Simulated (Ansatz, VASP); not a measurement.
Two plane-wave programs on Ru

```xyz
6
Lattice="2.4188 -2.7010 0.0000 2.4188 2.7010 0.0000 0.0000 0.0000 6.4290" Properties=species:S:1:pos:R:3 pbc="T T T"
Ru    0.8063    0.9004    3.5606
Ru    1.6125   -1.8007    6.0830
Ru    1.6125    1.8007    0.3461
Ru    0.8063   -0.9004    2.8684
Ru    2.4188   -1.3505    1.6073
Ru    2.4188    1.3505    4.8218
```

Alike in both runs: task relaxation of cell and atoms; functional PBE; k mesh 6 × 6 × 4; occupations gaussian, width 0.1 eV; no spin polarisation.

```csv
,VASP,Ansatz
version,VASP 6.6.1,Ansatz 0.2.0
potentials or method,"VASP PAW PBE potentials, release 64 (Ru_pv), cutoff 600 eV","scalar-relativistic, plane waves, PAW"
valence electrons in the cell,84,96
```

Ansatz gave:

- gap on the k mesh at the Fermi level, each at its own relaxed structure (eV): none
- relaxed volume (Å³/atom): 15.04
- relaxed cell length with the largest relative difference (Å): 3.345

Q: Estimate VASP's values.

A: gap on the k mesh at the Fermi level, each at its own relaxed structure (eV): none; relaxed volume (Å³/atom): 15.05; relaxed cell length with the largest relative difference (Å): 3.349.

A gap of «none» marks a metal or a gap that the smearing closes. VASP's potentials hold 84 valence electrons a cell and Ansatz's 96, so a difference there can come from the potentials and not from the codes.
